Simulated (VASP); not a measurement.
# Ca3Lu (Pm-3m) in VASP: single point with LDA

Aim: the single point of Ca3Lu with LDA.

All numbers are computed with VASP 6.6.1; they aren't measurements. Logs are shortened: lines on timing, memory, paths and dates and some standing lists are left out, and cuts for length are marked.

## (1) The cell of the first run

The structure is cubic, space group Pm-3m (No. 221). Conventional cell: a = 5.362 Å, b = 5.362 Å, c = 5.362 Å, α = 90.00°, β = 90.00°, γ = 90.00°. Within 5.0 Å of Lu (site symmetry m-3m) lie 12 Ca at 3.79 Å. Within 5.0 Å of Ca (site symmetry 4/mmm) lie 4 Lu at 3.79 Å and 8 Ca at 3.79 Å.

## (2) Single point, LDA, non-collinear spin, zero start, spin-orbit coupling

The input, INCAR:

```
PREC = Accurate ; ENCUT = 520
EDIFF = 1E-6 ; ISMEAR = -1
SIGMA = 0.1 ; LREAL = F
LASPH = T ; NELM = 150
ALGO = Normal ; ISIF = 2
LWAVE = F ; LCHARG = T
LNONCOLLINEAR = T ; MAGMOM = 0 0 0 0 0 0 0 0 0 0 0 0
LORBIT = 11 ; LSORBIT = T
GGA_COMPAT = F ; LORBMOM = T
GGA = CA ; LVHAR = T
NBANDS = 69
```

The input, KPOINTS:

```
regular mesh
0
Gamma
  5 5 5
```

The input, POSCAR:

```
Ca3Lu
1.0
    5.3617750000      0.0000000000      0.0000000000
    0.0000000000      5.3617750000      0.0000000000
    0.0000000000      0.0000000000      5.3617750000
Lu Ca
1 3
Direct
    0.5000000000      0.5000000000      0.5000000000
    0.0000000000      0.0000000000      0.5000000000
    0.0000000000      0.5000000000      0.0000000000
    0.5000000000      0.0000000000      0.0000000000
```

Potentials or basis: VASP PAW PBE potentials, release 64 (Lu, Ca_sv).

The run is started by

```
$ cat potpaw_PBE.64/Lu/POTCAR potpaw_PBE.64/Ca_sv/POTCAR > POTCAR
$ mpirun -np 1 vasp_ncl > vasp.out
```

OUTCAR:

```text
PREC = Accurate
   ENCUT = 520
   EDIFF = 1E-6
   ISMEAR = -1
   LREAL = F
   LASPH = T
   NELM = 150
   ISIF = 2
   LNONCOLLINEAR = T
   LORBIT = 11
   LSORBIT = T
   GGA = CA

 ion  position               nearest neighbor table
   1  0.500  0.500  0.500-
   2  0.000  0.000  0.500-
   3  0.000  0.500  0.000-
   4  0.500  0.000  0.000-

  LATTYP: Found a simple cubic cell.
 ALAT       =     5.3617750000

  Lattice vectors:

 A1 = (   5.3617750000,   0.0000000000,   0.0000000000)
 A2 = (   0.0000000000,   5.3617750000,   0.0000000000)
 A3 = (   0.0000000000,   0.0000000000,   5.3617750000)

Analysis of symmetry for initial positions (statically):
=====================================================================
 Subroutine PRICEL returns:
 Original cell was already a primitive cell.

 Routine SETGRP: Setting up the symmetry group for a
 simple cubic supercell.

 Subroutine GETGRP returns: Found 48 space group operations
 (whereof 48 operations were pure point group operations)
 out of a pool of 48 trial point group operations.

The static configuration has the point symmetry O_h .

Analysis of symmetry for dynamics (positions and initial velocities):
=====================================================================
 Subroutine PRICEL returns:
 Original cell was already a primitive cell.

 Routine SETGRP: Setting up the symmetry group for a
 simple cubic supercell.

 Subroutine GETGRP returns: Found 48 space group operations
 (whereof 48 operations were pure point group operations)
 out of a pool of 48 trial point group operations.

The dynamic configuration has the point symmetry O_h .

Analysis of structural, dynamic, and magnetic symmetry:
=====================================================================
 Subroutine PRICEL returns:
 Original cell was already a primitive cell.

 Routine SETGRP: Setting up the symmetry group for a
 simple cubic supercell.

 Subroutine GETGRP returns: Found 48 space group operations
 (whereof 48 operations were pure point group operations)
 out of a pool of 48 trial point group operations.

The overall configuration has the point symmetry O_h .

 Subroutine INISYM returns: Found 48 space group operations
 (whereof 48 operations are pure point group operations),
 and found     1 'primitive' translations

----------------------------------------------------------------------------------------

                                     Primitive cell

  volume of cell :     154.1437

  direct lattice vectors                    reciprocal lattice vectors
     5.361775000  0.000000000  0.000000000     0.186505402  0.000000000  0.000000000
     0.000000000  5.361775000  0.000000000     0.000000000  0.186505402  0.000000000
     0.000000000  0.000000000  5.361775000     0.000000000  0.000000000  0.186505402

  length of vectors
     5.361775000  5.361775000  5.361775000     0.186505402  0.186505402  0.186505402

  position of ions in fractional coordinates (direct lattice)
     0.500000000  0.500000000  0.500000000
     0.000000000  0.000000000  0.500000000
     0.000000000  0.500000000  0.000000000
     0.500000000  0.000000000  0.000000000

  ion indices of the primitive-cell ions
   primitive index   ion index
                 1           1
                 2           2
                 3           3
                 4           4

----------------------------------------------------------------------------------------

 KPOINTS: regular mesh

Automatic generation of k-mesh.
[... 100 lines left out ...]
  free energy    TOTEN  =       -11.99874318 eV

  energy without entropy =      -11.78392459  energy(sigma->0) =      -11.89133388

 E-fermi :   1.8277     XC(G=0):  -8.6193

 val. band max:        1.8253613533   @ k =   0.4000   0.0000   0.0000
 cond. band min:       1.8766008224   @ k =   0.4000   0.4000   0.4000
 fundamental gap:      0.0512394691
 Fermi energy:         1.8276573951

 k-point     1 :       0.0000    0.0000    0.0000
  band No.  band energies     occupation
      1     -55.2582      1.00000
      2     -55.2582      1.00000
      3     -39.3875      1.00000
      4     -39.3875      1.00000
      5     -39.3652      1.00000
      6     -39.3652      1.00000
[... 689 lines left out ...]
     66       3.4501      0.00000
     67       3.6934      0.00000
 [bands above 67 left out]

------------------------ aborting loop because EDIFF is reached ----------------------------------------

  FORCE on cell =-STRESS in cart. coord.  units (eV):
  Direction    XX          YY          ZZ          XY          YZ          ZX
  --------------------------------------------------------------------------------------
  -------------------------------------------------------------------------------------
  Total       -2.2703254     -2.2703254     -2.2703254      0.0000000      0.0000000     -0.0000000
  in kB      -23.5978767    -23.5978767    -23.5978767      0.0000000      0.0000000     -0.0000000
  external PRESSURE =     -23.5978767 kB  Pullay stress =       0.0000000 kB

 VOLUME and BASIS-vectors are now :
 -----------------------------------------------------------------------------
  energy-cutoff  :      520.00
  volume of cell :      154.14
      direct lattice vectors                 reciprocal lattice vectors
     5.361775000  0.000000000  0.000000000     0.186505402  0.000000000  0.000000000
     0.000000000  5.361775000  0.000000000     0.000000000  0.186505402  0.000000000
     0.000000000  0.000000000  5.361775000     0.000000000  0.000000000  0.186505402

 POSITION                                       TOTAL-FORCE (eV/Angst)
 -----------------------------------------------------------------------------------
      2.68089      2.68089      2.68089         0.000000      0.000000      0.000000
      0.00000      0.00000      2.68089         0.000000      0.000000      0.000000
      0.00000      2.68089      0.00000         0.000000      0.000000      0.000000
      2.68089      0.00000      0.00000         0.000000      0.000000      0.000000
 -----------------------------------------------------------------------------------
    total drift:                                0.000000      0.000000      0.000000

  FREE ENERGIE OF THE ION-ELECTRON SYSTEM (eV)
  ---------------------------------------------------
  free  energy   TOTEN  =       -11.9987431830 eV

  energy  without entropy=      -11.7839245861  energy(sigma->0) =      -11.89133388

 orbital moment (x)

 # of ion     p       d       f       tot
 ------------------------------------------------
  1         0.000   0.000   0.000   0.000
  2         0.000  -0.000   0.000  -0.000
  3         0.000  -0.000   0.000  -0.000
  4         0.000   0.000   0.000   0.000
 ------------------------------------------------
            0.000   0.000   0.000   0.000

 orbital moment (y)

 # of ion     p       d       f       tot
 ------------------------------------------------
  1         0.000   0.000  -0.000  -0.000
  2         0.000   0.000   0.000   0.000
  3        -0.000  -0.000   0.000  -0.000
  4         0.000   0.000   0.000   0.000
 ------------------------------------------------
           -0.000   0.000  -0.000  -0.000

 orbital moment (z)

 # of ion     p       d       f       tot
 ------------------------------------------------
  1         0.000   0.000   0.000   0.000
  2         0.000   0.000   0.000   0.000
  3         0.000   0.000   0.000   0.000
  4         0.000  -0.000   0.000  -0.000
 ------------------------------------------------
            0.000  -0.000   0.000  -0.000

 Spin-Orbit-Coupling matrix elements

 Ion:    1  E_soc:     -1.4752158
 l=   1
     0.0000000    -0.2346622    -0.2346622
    -0.2346622     0.0000000    -0.2346622
    -0.2346622    -0.2346622     0.0000000
 l=   2
     0.0000000    -0.0011176     0.0000000    -0.0011176    -0.0048131
    -0.0011176     0.0000000    -0.0036098    -0.0011176    -0.0012033
     0.0000000    -0.0036098     0.0000000    -0.0036098     0.0000000
    -0.0011176    -0.0011176    -0.0036098     0.0000000    -0.0012033
    -0.0048131    -0.0012033     0.0000000    -0.0012033     0.0000000
 l=   3
     0.0000000    -0.0005707     0.0000000     0.0000000     0.0000000    -0.0005634    -0.0033782
    -0.0005707     0.0000000    -0.0009511     0.0000000    -0.0009511    -0.0015217    -0.0005707
     0.0000000    -0.0009511     0.0000000    -0.0022512    -0.0003764    -0.0009401     0.0000000
     0.0000000     0.0000000    -0.0022512     0.0000000    -0.0022512     0.0000000     0.0000000
[... 49 lines left out ...]
 l=   2
     0.0000000     0.0000083     0.0000000    -0.0000019     0.0000030
     0.0000083     0.0000000     0.0000249     0.0000083     0.0000083
     0.0000000     0.0000249     0.0000000    -0.0000009     0.0000000
    -0.0000019     0.0000083    -0.0000009     0.0000000     0.0000039
     0.0000030     0.0000083     0.0000000     0.0000039     0.0000000
 l=   3
     0.0000000     0.0000000     0.0000000     0.0000000     0.0000000     0.0000000     0.0000000
     0.0000000     0.0000000     0.0000000     0.0000000     0.0000000     0.0000000     0.0000000
     0.0000000     0.0000000     0.0000000     0.0000000     0.0000000     0.0000000     0.0000000
     0.0000000     0.0000000     0.0000000     0.0000000     0.0000000     0.0000000     0.0000000
     0.0000000     0.0000000     0.0000000     0.0000000     0.0000000     0.0000000     0.0000000
     0.0000000     0.0000000     0.0000000     0.0000000     0.0000000     0.0000000     0.0000000
     0.0000000     0.0000000     0.0000000     0.0000000     0.0000000     0.0000000     0.0000000

 total charge

# of ion       s       p       d       f       tot
--------------------------------------------------
    1        2.389   6.024   0.613  13.960  22.986
    2        2.088   5.823   0.194   0.000   8.106
    3        2.088   5.823   0.194   0.000   8.106
    4        2.088   5.823   0.194   0.000   8.106
--------------------------------------------------
tot          8.654  23.494   1.196  13.960  47.303

 magnetization (x)

# of ion       s       p       d       f       tot
--------------------------------------------------
    1       -0.000  -0.000   0.000  -0.000  -0.000
    2        0.000  -0.000   0.000   0.000   0.000
    3       -0.000  -0.000  -0.000   0.000  -0.000
    4        0.000   0.000   0.000   0.000   0.000
--------------------------------------------------
tot          0.000  -0.000   0.000  -0.000   0.000

 magnetization (y)

# of ion       s       p       d       f       tot
--------------------------------------------------
    1       -0.000   0.000  -0.000   0.000  -0.000
    2       -0.000   0.000   0.000   0.000   0.000
    3       -0.000   0.000  -0.000   0.000  -0.000
    4        0.000   0.000  -0.000   0.000  -0.000
--------------------------------------------------
tot         -0.000   0.000  -0.000   0.000  -0.000

 magnetization (z)

# of ion       s       p       d       f       tot
--------------------------------------------------
    1        0.000  -0.000  -0.000   0.000  -0.000
    2       -0.000   0.000   0.000   0.000   0.000
    3        0.000  -0.000  -0.000   0.000   0.000
    4       -0.000  -0.000  -0.000   0.000  -0.000
--------------------------------------------------
tot          0.000  -0.000  -0.000   0.000  -0.000
```

Run time: 6.3 min. Hardware: 1 thread of Oxide Virtual Turin-like, shared host; peak memory 0.43 GiB.

What came out:

```yaml
Free_energy: -11.9987 eV
Pressure: -2.4 GPa
Net_moment: 0.00 μB per cell
Valence_electrons_inside_the_program's_atomic_spheres: Lu 22.99; Ca 8.11
```

Moments on the atoms (μB; x, y, z):
```
Lu  0.00 0.00 0.00
Ca  0.00 0.00 0.00
Ca  0.00 0.00 0.00
Ca  0.00 0.00 0.00
```

Caveat: the PAW data sets were made with another functional, which shifts forces and pressure a little.
